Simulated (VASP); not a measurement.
Write the native input for VASP 6.6.1 that does the following.

```
Task                   : single point
Functional             : PBE
Potentials or basis    : VASP PAW PBE potentials, release 64 (Pt, C)
Cutoff                 : 520 eV
k mesh                 : 4 × 4 × 6
Occupations            : gaussian, width 0.1 eV
Spin                   : no spin polarisation
Dipole correction      : no
Further INCAR settings : ALGO = Normal; EDIFF = 1e-06; NBANDS = 27
```

The structure of PtC2 lies in POSCAR:

```
PtC2
1.0
    4.0183256497      0.0000000000      0.0000000000
    0.0000000000      5.0234200465      0.0000000000
    0.0000000000      0.0000000000      3.0428123293
Pt C
2 4
Direct
    0.0000000000      0.0000000000      0.0000000000
    0.5000000000      0.5000000000      0.5000000000
    0.1307147435      0.4124886700      0.0000000000
    0.8692852565      0.5875113300      0.0000000000
    0.6307147435      0.0875113300      0.5000000000
    0.3692852565      0.9124886700      0.5000000000
```

The input as run:

INCAR

```
ALGO = Normal
EDIFF = 1E-6
ENCUT = 520
GGA = PE
ISIF = 2
ISMEAR = 0
LASPH = T
LCHARG = T
LELF = T
LREAL = F
LVHAR = T
LWAVE = F
NBANDS = 27
NELM = 100
PREC = Accurate
SIGMA = 0.1
```

KPOINTS

```
k-points
0
Gamma
  4 4 6
```

Potentials or basis: VASP PAW PBE potentials, release 64 (Pt, C).

The run is started by

```console
$ cat potpaw_PBE.64/Pt/POTCAR potpaw_PBE.64/C/POTCAR > POTCAR
$ mpirun -np 1 vasp_std > vasp.out
```

Results of the run:

- Pressure: 0.3 GPa
- Largest force: 0.057 eV/Å
- Band gap on the k mesh: zero (band 18 reaches 10.66 eV, above the bottom of band 19 at 6.40 eV)

Caveat: the k points lie up to 0.39 Å⁻¹ apart; spin-orbit coupling is left out, which moves the levels of the heavy elements.

Wall time 21 s on 1 thread of Intel(R) Xeon(R) 6975P-C (Granite Rapids), with other jobs on the host, peak memory 0.2 GiB.
